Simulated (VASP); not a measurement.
The system is Ge2SbO.

```
Ge Sb O
1.0
     3.63484    0.00000    0.00000
    -1.81742    3.14786    0.00000
     0.00000    0.00000   13.93315
Ge Sb O
4 2 2
Cartesian
  0.0000 2.0986 1.2275
  1.8174 1.0493 8.1941
  0.0000 2.0986 5.7391
  1.8174 1.0493 12.7056
  0.0000 2.0986 3.4833
  1.8174 1.0493 10.4499
  0.0000 0.0000 0.0000
  0.0000 0.0000 6.9666
```

| Quantity | Value |
| --- | --- |
| Program | VASP 6.6.1 |
| Task | relaxation of cell and atoms |
| Functional | PBE |
| Potentials or basis | VASP PAW PBE potentials, release 64 (Ge_d, Sb, O) |
| Cutoff | 600 eV |
| k mesh | 6 × 6 × 2 |
| Occupations | gaussian, width 0.1 eV |
| Spin | no spin polarisation |

At the start: pressure 15.2 GPa; volume 19.93 Å³/atom.

**Question.** Where does the relaxation end?

**Answer.** Over 17 steps the energy falls by 768.8 meV/atom and the volume is 19.07 Å³/atom (-4.3 %); space group P6_3/mmc (No. 194, to 0.05 Å).

Step by step:
| step | energy change (eV) | largest force (eV/Å) | pressure (GPa) | volume (Å³) |
| --- | --- | --- | --- | --- |
| 1 | 0.0000 | 5.5409 | 15.17 | 159.42 |
| 2 | -4.4770 | 0.2448 | -6.31 | 201.79 |
| 3 | -4.9234 | 0.1617 | -4.09 | 185.37 |
| 4 | -4.9243 | 0.1075 | -4.37 | 186.32 |
| 5 | -5.2902 | 0.4461 | -0.99 | 172.44 |
| 6 | -5.3214 | 0.6845 | 0.49 | 168.07 |
| 7 | -5.4762 | 0.7766 | 0.18 | 166.50 |
| 8 | -5.9743 | 0.6023 | -1.06 | 161.27 |
| 9 | -5.2043 | 1.6661 | -2.42 | 148.65 |
| 10 | -6.1003 | 0.1172 | -1.91 | 158.94 |
| 11 | -6.1130 | 0.0374 | -2.09 | 158.02 |
| 12 | -6.0609 | 0.1915 | 2.24 | 145.35 |
| 13 | -6.1428 | 0.0701 | -0.59 | 153.23 |
| 14 | -6.1429 | 0.0717 | -0.56 | 153.08 |
| 15 | -6.1465 | 0.1536 | 0.42 | 152.17 |
| 16 | -6.1489 | 0.0653 | 0.02 | 152.53 |
| 17 | -6.1501 | 0.0297 | -0.03 | 152.55 |

Final structure:
```
Ge Sb O
1.0
     3.12780    0.00000    0.00000
    -1.56390    2.70876    0.00000
     0.00000    0.00000   18.00499
Ge Sb O
4 2 2
Direct
  0.33333 0.66667 0.08438
  0.66667 0.33333 0.58438
  0.33333 0.66667 0.41562
  0.66667 0.33333 0.91562
  0.33333 0.66667 0.25000
  0.66667 0.33333 0.75000
  0.00000 0.00000 0.00000
  0.00000 0.00000 0.50000
```
